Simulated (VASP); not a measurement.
Wanted: the native input for a VASP 6.6.1 run.

```yaml
Task: single point
Functional: r2SCAN
Potentials_or_basis: VASP PAW PBE potentials, release 64 (Ru_pv)
Cutoff: 520 eV
k_mesh: 6 × 6 × 4
Occupations: gaussian, width 0.1 eV
Spin: no spin polarisation
Dipole_correction: no
Further_INCAR_settings: ALGO = Normal; EDIFF = 1e-06; NBANDS = 28
```

Crystal: Ru.

```xyz
3
Lattice="3.4252 0.0000 0.0000 -1.7126 2.9663 0.0000 0.0000 0.0000 4.6106" Properties=species:S:1:pos:R:3 pbc="T T T"
Ru    1.0404    0.0000    1.5369
Ru   -0.5202    0.9010    3.0738
Ru    1.1924    2.0653    0.0000
```

The input as run:

POSCAR

```
Ru
1.0
    3.4251813145      0.0000000000      0.0000000000
   -1.7125906573      2.9662940310      0.0000000000
    0.0000000000      0.0000000000      4.6106282621
Ru
3
Direct
    0.3037456848      0.0000000000      0.3333333333
    0.0000000000      0.3037456848      0.6666666667
    0.6962543152      0.6962543152      0.0000000000
```

INCAR.step1

```
SYSTEM = Ru
PREC = Accurate ; ENCUT = 520
ISMEAR = 0 ; SIGMA = 0.1
LREAL = .FALSE. ; LASPH = .TRUE.
NELM = 100 ; NBANDS = 28
GGA = PE ; ALGO = Normal
EDIFF = 1E-4 ; LWAVE = .TRUE.
LCHARG = .FALSE.
```

INCAR.step2

```
SYSTEM = Ru
PREC = Accurate ; ENCUT = 520
EDIFF = 1E-6 ; ISMEAR = 0
SIGMA = 0.1 ; LREAL = .FALSE.
LASPH = .TRUE. ; NELM = 100
ALGO = Normal ; ISIF = 2
LWAVE = .FALSE. ; LCHARG = .TRUE.
METAGGA = R2SCAN ; LMIXTAU = .TRUE.
LELF = .TRUE. ; LVHAR = .TRUE.
NBANDS = 28 ; ISTART = 1
```

KPOINTS

```
Automatic mesh
0
G
  6 6 4
  0 0 0
```

Potentials or basis: VASP PAW PBE potentials, release 64 (Ru_pv).

Run with:

```sh
$ cat potpaw_PBE.64/Ru_pv/POTCAR > POTCAR
$ cp INCAR.step1 INCAR
$ mpirun -np 1 vasp_std > vasp.out
$ cp INCAR.step2 INCAR
$ mpirun -np 1 vasp_std > vasp.out
```

It gave:

The pressure is 1.1 GPa. The largest force is 0.090 eV/Å and the band gap on the k mesh is zero (band 21 reaches 11.25 eV, above the bottom of band 22 at 10.38 eV).

Caveat: the PAW data sets were made with another functional, which shifts forces and pressure a little.

Wall time 2.1 min on 1 thread of Intel(R) Xeon(R) Platinum 8259CL CPU @ 2.50GHz (Skylake/Cascade Lake), with other jobs on the host, peak memory 0.18 GiB.
